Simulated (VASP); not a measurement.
A run of VASP 6.6.1 is set up as follows.

INCAR

```
SYSTEM = AlN
  ALGO = Normal
  EDIFF = 1E-7
  ENCUT = 520
  GGA = PE
  ISIF = 2
  ISMEAR = 0
  LASPH = .TRUE.
  LCHARG = .FALSE.
  LREAL = .FALSE.
  LWAVE = .FALSE.
  NBANDS = 16
  NELM = 60
  PREC = Accurate
  SIGMA = 0.01
```

File KPOINTS:

```
k-points
0
G
  6 6 4
  0 0 0
```

File POSCAR:

```
AlN
1.0
    3.1130000000      0.0000000000      0.0000000000
   -1.5565000000      2.6959370800      0.0000000000
    0.0000000000      0.0000000000      4.9810000000
Al N
2 2
Direct
    0.3333333333      0.6666666667      0.0000000000
    0.6666666667      0.3333333333      0.5000000000
    0.3333333333      0.6666666667      0.3800000000
    0.6666666667      0.3333333333      0.8800000000
```

Potentials or basis: VASP PAW PBE potentials, release 64 (Al, N).

Launch:

```bash
$ cat potpaw_PBE.64/Al/POTCAR potpaw_PBE.64/N/POTCAR > POTCAR
$ mpirun -np 1 vasp_std > vasp.out
```

(1) Estimate the band gap on the k mesh.

(2) What does it give for the largest force?

(3) Predict the pressure.

Answers

(1) 4.22 eV, direct.

(2) 0.130 eV/Å.

(3) 3.5 GPa.
